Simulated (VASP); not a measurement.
Here is a VASP 6.6.1 calculation.

File INCAR:

```
PREC = Accurate
ENCUT = 520
EDIFF = 1E-6
ISMEAR = -1
SIGMA = 0.08
LREAL = False
LASPH = True
NELM = 80
ALGO = Normal
ISIF = 2
LWAVE = False
LCHARG = True
GGA = PE
LELF = True
LVHAR = True
NBANDS = 16
```

Contents of KPOINTS:

```
regular mesh
0
Gamma
  11 11 9
```

File POSCAR:

```
TiB2
1.0
    2.6285180418      0.0000000000      0.0000000000
   -1.3142590209      2.2763633985      0.0000000000
    0.0000000000      0.0000000000      2.6600449154
Ti B
1 2
Direct
    0.0000000000      0.0000000000      0.0000000000
    0.3333333333      0.6666666667      0.5000000000
    0.6666666667      0.3333333333      0.5000000000
```

Potentials or basis: VASP PAW PBE potentials, release 64 (Ti_sv, B).

Run with:

```sh
$ cat potpaw_PBE.64/Ti_sv/POTCAR potpaw_PBE.64/B/POTCAR > POTCAR
$ mpirun -np 1 vasp_std > vasp.out
```

Question: What does it give for the band gap on the k mesh?

Answer: Zero (band 9 reaches 17.08 eV, above the bottom of band 10 at 15.26 eV).

Question: Predict the pressure.

Answer: 298.2 GPa.

Stress tensor (GPa, compression positive):
```
298.58   0.00   0.00
  0.00 298.58   0.00
  0.00   0.00 297.47
```
